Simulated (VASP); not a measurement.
A run of VASP 6.6.1:

The input INCAR:

```
ALGO = Normal ; EDIFF = 1E-6
ENCUT = 520 ; GGA = PE
ISIF = 2 ; ISMEAR = 0
IVDW = 12 ; LASPH = T
LCHARG = T ; LELF = T
LREAL = F ; LVHAR = T
LWAVE = F ; NBANDS = 50
NELM = 80 ; PREC = Accurate
SIGMA = 0.05
```

The input KPOINTS:

```
k-points
0
Gamma
  8 8 3
```

POSCAR

```
SnSe
1.0
    0.0000000000     -4.1672321195      0.0000000000
    0.0000000000      0.0000000000     -4.3883961024
   13.4836155581      0.0000000000      0.0000000000
Sn Se
4 4
Direct
    0.7500000000      0.9039441748      0.5260401286
    0.2500000000      0.0960558252      0.3256317029
    0.2500000000      0.4039441748      0.7514676187
    0.7500000000      0.5960558252      0.1002042129
    0.7500000000      0.5230073193      0.3040418633
    0.2500000000      0.4769926807      0.5476299683
    0.2500000000      0.0230073193      0.1217940525
    0.7500000000      0.9769926807      0.7298777790
```

Potentials or basis: VASP PAW PBE potentials, release 64 (Sn_d, Se).

The run is started by

```sh
$ cat potpaw_PBE.64/Sn_d/POTCAR potpaw_PBE.64/Se/POTCAR > POTCAR
$ mpirun -np 1 vasp_std > vasp.out
```

Hardware: 1 thread of Oxide Virtual Turin-like Processor, on a shared host.

Question: Estimate the wall time of this run.

Answer: Run time: 16 min on 1 thread of Oxide Virtual Turin-like Processor, on a shared host, peak memory 0.7 GiB. Counts: scf iterations 15, k points 65.
